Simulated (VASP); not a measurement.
# Tb2As2Ir (P4/mmm) in VASP: a series of runs

The runs below take Tb2As2Ir through single point, relaxation of cell and atoms, with PBE.

Program: VASP 6.6.1. These are calculated values, not measurements. Logs are shortened: lines on timing, memory, paths and dates and some standing lists are left out, and cuts for length are marked.

## (1) The cell of the first run

The structure is tetragonal, space group P4/mmm (No. 123). The conventional cell has a = 4.508 Å, b = 4.508 Å, c = 6.189 Å, α = 90.00°, β = 90.00°, γ = 90.00°. Within 3.9 Å of Tb (site symmetry mmm) lie 4 As at 2.93 Å and 4 Tb at 3.19 Å and 4 Ir at 3.83 Å. As (site symmetry 4mm) has 1 As at 2.44 Å and 4 Tb at 2.93 Å within 3.2 Å. Within 4.6 Å of Ir (site symmetry 4/mmm) lie 8 As at 3.41 Å and 8 Tb at 3.83 Å and 4 Ir at 4.51 Å.

The cell was built from a structure type or drawn by symmetry, and may not be a known phase.

## (2) Single point, PBE

Input file INCAR:

```
PREC = Accurate
ENCUT = 500
EDIFF = 1E-6
ISMEAR = 0
SIGMA = 0.1
LREAL = F
LASPH = T
NELM = 200
ALGO = Normal
ISIF = 2
LWAVE = F
LCHARG = T
GGA = PE
LELF = T
LVHAR = T
NBANDS = 26
GGA_COMPAT = F
LMAXMIX = 6
```

Input file KPOINTS:

```
Automatic mesh
0
Gamma
  4 4 4
```

Input file POSCAR:

```
Tb2As2Ir
1.0
    4.5079139200      0.0000000000      0.0000000000
    0.0000000000      4.5079139200      0.0000000000
    0.0000000000      0.0000000000      6.1894813100
Tb As Ir
2 2 1
Direct
    0.5000000000      0.0000000000      0.5000000000
    0.0000000000      0.5000000000      0.5000000000
    0.5000000000      0.5000000000      0.8027901100
    0.5000000000      0.5000000000      0.1972098900
    0.0000000000      0.0000000000      0.0000000000
```

Potentials or basis: VASP PAW PBE potentials, release 64 (Tb_3, As, Ir), 4f in core.

The run is started by

```
> cat potpaw_PBE.64/Tb_3/POTCAR potpaw_PBE.64/As/POTCAR potpaw_PBE.64/Ir/POTCAR > POTCAR
> mpirun -np 1 vasp_std > vasp.out
```

OUTCAR:

```text
PREC = Accurate
   ENCUT = 500
   EDIFF = 1E-6
   ISMEAR = 0
   LREAL = F
   LASPH = T
   NELM = 200
   ISIF = 2
   GGA = PE

 ion  position               nearest neighbor table
   1  0.500  0.000  0.500-   3 2.93   4 2.93   3 2.93   4 2.93   2 3.19   2 3.19   2 3.19   2 3.19

   2  0.000  0.500  0.500-   3 2.93   4 2.93   3 2.93   4 2.93   1 3.19   1 3.19   1 3.19   1 3.19

   3  0.500  0.500  0.803-   4 2.44   2 2.93   1 2.93   1 2.93   2 2.93
   4  0.500  0.500  0.197-   3 2.44   2 2.93   1 2.93   1 2.93   2 2.93
   5  0.000  0.000  0.000-

  LATTYP: Found a simple tetragonal cell.
 ALAT       =     4.5079139200
 C/A-ratio  =     1.3730256211

  Lattice vectors:

 A1 = (   4.5079139200,   0.0000000000,   0.0000000000)
 A2 = (   0.0000000000,   4.5079139200,   0.0000000000)
 A3 = (   0.0000000000,   0.0000000000,   6.1894813100)

Analysis of symmetry for initial positions (statically):
=====================================================================
 Subroutine PRICEL returns:
 Original cell was already a primitive cell.

 Routine SETGRP: Setting up the symmetry group for a
 simple tetragonal supercell.

 Subroutine GETGRP returns: Found 16 space group operations
 (whereof 16 operations were pure point group operations)
 out of a pool of 16 trial point group operations.

The static configuration has the point symmetry D_4h.

Analysis of symmetry for dynamics (positions and initial velocities):
=====================================================================
 Subroutine PRICEL returns:
 Original cell was already a primitive cell.

 Routine SETGRP: Setting up the symmetry group for a
 simple tetragonal supercell.

 Subroutine GETGRP returns: Found 16 space group operations
 (whereof 16 operations were pure point group operations)
 out of a pool of 16 trial point group operations.

The dynamic configuration has the point symmetry D_4h.

 Subroutine INISYM returns: Found 16 space group operations
 (whereof 16 operations are pure point group operations),
 and found     1 'primitive' translations

----------------------------------------------------------------------------------------

                                     Primitive cell

  volume of cell :     125.7782
[... 85 lines left out ...]
   LASPH  =      T    aspherical Exc in radial PAW
   ENCUT  =  500.0 eV  36.75 Ry    6.06 a.u.   8.22  8.22 11.28*2*pi/ulx,y,z
   NELM   =    200;   NELMIN=  2; NELMDL= -5     # of ELM steps
   EDIFF  = 0.1E-05   stopping-criterion for ELM
   LREAL  =      F    real-space projection
   EDIFFG = 0.1E-04   stopping-criterion for IOM
   NSW    =      0    number of steps for IOM
   IBRION =     -1    ionic relax: 0-MD 1-quasi-New 2-CG
   NFREE  =      0    steps in history (QN), initial steepest desc. (CG)
   ISIF   =      2    stress and relaxation
   ISYM   =      2    0-nonsym 1-usesym 2-fastsym
   POTIM  = 0.5000    time-step for ionic-motion
   TEBEG  =    0.0;   TEEND  =   0.0 temperature during run
   PSTRESS=    0.0 pullay stress
   NELECT =      37.0000    total number of electrons
   NUPDOWN=      -1.0000    fix difference up-down
   EMIN   =  10.00;   EMAX   =-10.00  energy-range for DOS
   EFERMI =   0.00;   METHOD = LEGACY
   ISMEAR =     0;   SIGMA  =   0.10  broadening in eV -4-tet -1-fermi 0-gaus
   EFERMI_NEDOS =   21; number of points for ismear=-14 and -15
   IALGO  =     38    algorithm
   IMIX   =      4    mixing-type and parameters
     AMIX     =   0.40;   BMIX     =  1.00
     AMIX_MAG =   1.60;   BMIX_MAG =  1.00
  volume/ion in A,a.u.               =      25.16       169.76
  Fermi-wavevector in a.u.,A,eV,Ry     =   1.088780  2.057496 16.128924  1.185442
  Thomas-Fermi vector in A             =   2.224969
   LORBIT       =      0    0 simple, 1 ext, 2 COOP (PROOUT), +10 PAW based schemes
   GGA     = PE    functional components
   LHFCALC =     F    Hartree Fock is set to
   AEXX    =    0.0000 exact exchange contribution
   IVDW    =     0    specifies the selected vdW correction
   LEPSILON=     F    determine dielectric tensor
   LRPA    =     F    only Hartree local field effects (RPA)
 non-spin polarized calculation
 Gauss-broadening in eV      SIGMA  =   0.10
  energy-cutoff  :      500.00
  volume of cell :      125.78
 maximum number of plane-waves:      3216
 NGX is ok and might be reduce to    36
   NGX = 17   NGY = 17   NGZ = 23

 number of electron      37.0000001 magnetization

 Free energy of the ion-electron system (eV)
  ---------------------------------------------------
  ext. energy  EPLUGINS =         0.00000000
  ---------------------------------------------------
  free energy    TOTEN  =       -25.53782981 eV

  energy without entropy =      -25.50446712  energy(sigma->0) =      -25.52114847

 E-fermi :   3.9565     XC(G=0): -10.2142

 val. band max:        3.9224734964   @ k =   0.5000   0.2500   0.0000
 cond. band min:       3.9758864281   @ k =   0.5000   0.0000   0.5000
 fundamental gap:      0.0534129317
 Fermi energy:         3.9564946672

 k-point     1 :       0.0000    0.0000    0.0000
  band No.  band energies     occupation
      1     -19.0673      2.00000
      2     -19.0673      2.00000
      3     -18.6889      2.00000
      4     -18.3851      2.00000
      5     -18.1646      2.00000
      6     -18.1646      2.00000
[... 511 lines left out ...]
     25       7.2124      0.00000
     26       7.2124      0.00000

------------------------ aborting loop because EDIFF is reached ----------------------------------------

  FORCE on cell =-STRESS in cart. coord.  units (eV):
  Direction    XX          YY          ZZ          XY          YZ          ZX
  --------------------------------------------------------------------------------------
  -------------------------------------------------------------------------------------
  Total       -1.3688329     -1.3688329     -8.6164689      0.0000000      0.0000000      0.0000000
  in kB      -17.4363483    -17.4363483   -109.7575552      0.0000000      0.0000000      0.0000000
  external PRESSURE =     -48.2100839 kB  Pullay stress =       0.0000000 kB

 VOLUME and BASIS-vectors are now :
 -----------------------------------------------------------------------------
  energy-cutoff  :      500.00
  volume of cell :      125.78
      direct lattice vectors                 reciprocal lattice vectors
     4.507913920  0.000000000  0.000000000     0.221832097  0.000000000  0.000000000
     0.000000000  4.507913920  0.000000000     0.000000000  0.221832097  0.000000000
     0.000000000  0.000000000  6.189481310     0.000000000  0.000000000  0.161564427

 POSITION                                       TOTAL-FORCE (eV/Angst)
 -----------------------------------------------------------------------------------
      2.25396      0.00000      3.09474         0.000000      0.000000      0.000000
      0.00000      2.25396      3.09474         0.000000      0.000000      0.000000
      2.25396      2.25396      4.96885        -0.000000     -0.000000      0.488930
      2.25396      2.25396      1.22063        -0.000000      0.000000     -0.488930
      0.00000      0.00000      0.00000         0.000000      0.000000      0.000000
 -----------------------------------------------------------------------------------
    total drift:                                0.000000      0.000000      0.000000

  FREE ENERGIE OF THE ION-ELECTRON SYSTEM (eV)
  ---------------------------------------------------
  free  energy   TOTEN  =       -25.5378298144 eV

  energy  without entropy=      -25.5044671239  energy(sigma->0) =      -25.52114847
```

It took 1.8 min on 1 thread of Intel Xeon Platinum 8259CL at 2.50GHz (Skylake/Cascade Lake), shared host; peak memory 0.27 GiB.

What came out:

```
Free energy            : -25.5378 eV
Pressure               : -4.8 GPa
Largest force          : 0.489 eV/Å
Band gap on the k mesh : zero (an odd number of electrons rules out a gap without spin polarisation)
```

Forces in eV/Å, atoms in the order of the input:
```
Tb   0.000  0.000  0.000
Tb   0.000  0.000  0.000
As   0.000  0.000  0.489
As   0.000  0.000 -0.489
Ir   0.000  0.000  0.000
```

Stress tensor (GPa, compression positive):
```
 -1.74   0.00   0.00
  0.00  -1.74   0.00
  0.00   0.00 -10.98
```

Levels at points of the mesh, in eV from the Fermi level:
| k point | band 17 | band 18 | band 19 | band 20 | band 21 | band 22 |
| --- | --- | --- | --- | --- | --- | --- |
| (0.00, 0.00, 0.00) | -0.73 | -0.35 | -0.23 | -0.23 | -0.23 | 2.48 |
| (0.50, 0.00, 0.00) | -0.47 | 0.39 | 0.58 | 1.01 | 1.37 | 1.55 |
| (0.50, 0.50, 0.00) | -0.33 | -0.33 | -0.12 | -0.12 | 0.90 | 0.90 |
| (0.00, 0.00, 0.50) | -1.15 | -0.72 | -0.65 | -0.52 | 0.72 | 0.72 |
| (0.50, 0.00, 0.50) | -0.47 | -0.12 | 0.02 | 0.03 | 1.78 | 1.90 |
| (0.50, 0.50, 0.50) | -0.52 | -0.37 | -0.34 | 1.02 | 1.02 | 1.09 |

Caveat: the cell stands under tension; spin-orbit coupling is left out, which moves the levels of the heavy elements; the 4f electrons are frozen in the core, so they carry no moment and show no levels.

## (3) Single point, PBE

This run uses another cell than the first one, of 25.28 Å³/atom.

INCAR, as its differences from that of step 2:

```diff
@@ -11,6 +11,4 @@
 LWAVE = F
-LCHARG = T
+LCHARG = F
 GGA = PE
-LELF = T
-LVHAR = T
 NBANDS = 26
```

KPOINTS is that of step 2.

Input file POSCAR:

```
Tb2As2Ir
1.0
    5.1321982554      0.0000000000      0.0000000000
    0.0000000000      5.1321982554      0.0000000000
    0.0000000000      0.0000000000      4.7992757080
Tb As Ir
2 2 1
Direct
    0.5000000000      0.0000000000      0.5000000000
    0.0000000000      0.5000000000      0.5000000000
    0.5000000000      0.5000000000      0.7624499303
    0.5000000000      0.5000000000      0.2375500697
    0.0000000000      0.0000000000      0.0000000000
```

Potentials or basis: VASP PAW PBE potentials, release 64 (Tb_3, As, Ir), 4f in core.

The run is started by

```
> cat potpaw_PBE.64/Tb_3/POTCAR potpaw_PBE.64/As/POTCAR potpaw_PBE.64/Ir/POTCAR > POTCAR
> mpirun -np 1 vasp_std > vasp.out
```

Run time: 93 s. Hardware: 1 thread of Intel Xeon Platinum 8259CL at 2.50GHz (Skylake/Cascade Lake), shared host; peak memory 0.26 GiB.

The run converged. Its results:

| Property | Result |
| --- | --- |
| Free energy | -26.9979 eV |
| Pressure | 0.4 GPa |
| Largest force | 0.056 eV/Å |
| Band gap on the k mesh | zero (an odd number of electrons rules out a gap without spin polarisation) |

Forces in eV/Å, atoms in the order of the input:
```
Tb   0.000  0.000  0.000
Tb   0.000  0.000  0.000
As   0.000  0.000 -0.056
As   0.000  0.000  0.056
Ir   0.000  0.000  0.000
```

Stress tensor (GPa, compression positive):
```
0.51 0.00 0.00
0.00 0.51 0.00
0.00 0.00 0.18
```

Levels at points of the mesh, in eV from the Fermi level:
| k point | band 15 | band 16 | band 17 | band 18 | band 19 | band 20 | band 21 | band 22 | band 23 | band 24 |
| --- | --- | --- | --- | --- | --- | --- | --- | --- | --- | --- |
| (0.00, 0.00, 0.00) | -1.40 | -1.23 | -1.21 | -0.24 | -0.24 | 0.63 | 2.17 | 2.59 | 4.11 | 4.24 |
| (0.50, 0.00, 0.00) | -1.05 | -0.67 | -0.43 | -0.03 | -0.02 | 0.07 | 0.71 | 2.17 | 2.44 | 2.98 |
| (0.50, 0.50, 0.00) | -0.66 | -0.49 | -0.44 | 0.36 | 0.36 | 0.49 | 1.32 | 1.32 | 1.32 | 1.32 |
| (0.00, 0.00, 0.50) | -0.86 | -0.59 | -0.55 | -0.20 | -0.20 | -0.15 | 0.72 | 0.88 | 2.27 | 2.27 |
| (0.50, 0.00, 0.50) | -0.96 | -0.48 | -0.19 | -0.04 | 0.06 | 0.82 | 1.12 | 1.50 | 1.86 | 2.41 |
| (0.50, 0.50, 0.50) | -0.99 | -0.77 | -0.66 | -0.45 | -0.21 | 0.90 | 2.13 | 2.13 | 2.16 | 2.81 |

Caveat: spin-orbit coupling is left out, which moves the levels of the heavy elements; the 4f electrons are frozen in the core, so they carry no moment and show no levels.

[end of part 1 of 2]
